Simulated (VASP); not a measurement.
Input of a VASP 6.6.1 run:

Contents of INCAR:

```
ALGO = Normal
EDIFF = 1E-7
ENCUT = 520
GGA = PS
ISIF = 2
ISMEAR = -1
LASPH = T
LCHARG = F
LREAL = F
LWAVE = F
NBANDS = 10
NELM = 100
PREC = Accurate
SIGMA = 0.1
```

KPOINTS

```
k-points
0
Gamma
  14 14 14
```

File POSCAR:

```
Ir
1.0
    2.5082240165      0.0000000000      0.0000000000
    0.0000000000      2.5082240165      0.0000000000
    0.0000000000      0.0000000000      2.5082240165
Ir
1
Direct
    0.0000000000      0.0000000000      0.0000000000
```

Potentials or basis: VASP PAW PBE potentials, release 64 (Ir).

Run with:

```bash
$ cat potpaw_PBE.64/Ir/POTCAR > POTCAR
$ mpirun -np 1 vasp_std > vasp.out
```

Task: Estimate the pressure.

Result: 12.4 GPa.

Caveat: the PAW data sets were made with another functional, which shifts forces and pressure a little.
